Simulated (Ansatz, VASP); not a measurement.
# Two plane-wave programs on Lu

```
Lu
1.0
     3.20839    0.00000    0.00000
     0.00000    3.20839    0.00000
     0.00000    0.00000    3.20839
Lu
1
Direct
  0.00000 0.00000 0.00000
```

Alike in both runs: task single point; functional PBEsol; k mesh 11 × 11 × 11; occupations fermi-dirac, width 0.1 eV; no spin polarisation.

|  | VASP | Ansatz |
| --- | --- | --- |
| version | VASP 6.6.1 | Ansatz 0.2.0 |
| potentials or method | VASP PAW PBE potentials, release 64 (Lu), cutoff 520 eV | plane waves (420 eV) with PAW, scalar-relativistic |
| valence electrons in the cell | 25 | 25 |

|  | VASP | Ansatz | Ansatz less VASP |
| --- | --- | --- | --- |
| pressure (GPa) | -2.1 | -2.1 | -0.05 |

VASP's potentials were made for PBE, not for PBEsol, and Ansatz warns of the same on its side.

Spin-orbit coupling is off throughout.
